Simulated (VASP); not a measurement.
AlN, 2 atoms in the cell. Symmetry: F-43m, No. 216, cubic system. Conventional cell: a = 4.368 Å, b = 4.368 Å, c = 4.368 Å, α = 90.00°, β = 90.00°, γ = 90.00°. Within 2.5 Å of Al (site symmetry -43m) lie 4 N at 1.89 Å. Within 2.5 Å of N (site symmetry -43m) lie 4 Al at 1.89 Å. 

| Item | Value |
| --- | --- |
| Program | VASP 6.6.1 |
| Task | relaxation of cell and atoms |
| Functional | revPBE |
| Dispersion | D4 |
| Potentials or basis | VASP PAW PBE potentials, release 64 (Al, N) |
| Cutoff | 600 eV |
| k mesh | 10 × 10 × 10 |
| Occupations | fermi-dirac, width 0.05 eV |
| Spin | no spin polarisation |
| Dipole correction | no |
| Further INCAR settings | ALGO = Normal; EDIFF = 1e-06; IBRION = 2; EDIFFG = -0.01; NSW = 80; ISIF = 3 |

Potentials or basis: VASP PAW PBE potentials, release 64 (Al, N).

Command:

```bash
$ cat potpaw_PBE.64/Al/POTCAR potpaw_PBE.64/N/POTCAR > POTCAR
$ mpirun -np 1 vasp_std > vasp.out
```

Hardware: 1 thread of Intel Xeon 6975P-C (shared host).

Question: Estimate the wall time of this run.

Answer: Wall time 24 s on 1 thread of Intel Xeon 6975P-C, with other jobs on the host, peak memory 0.15 GiB. Counts: scf iterations 29, k points 47, ion steps 4.
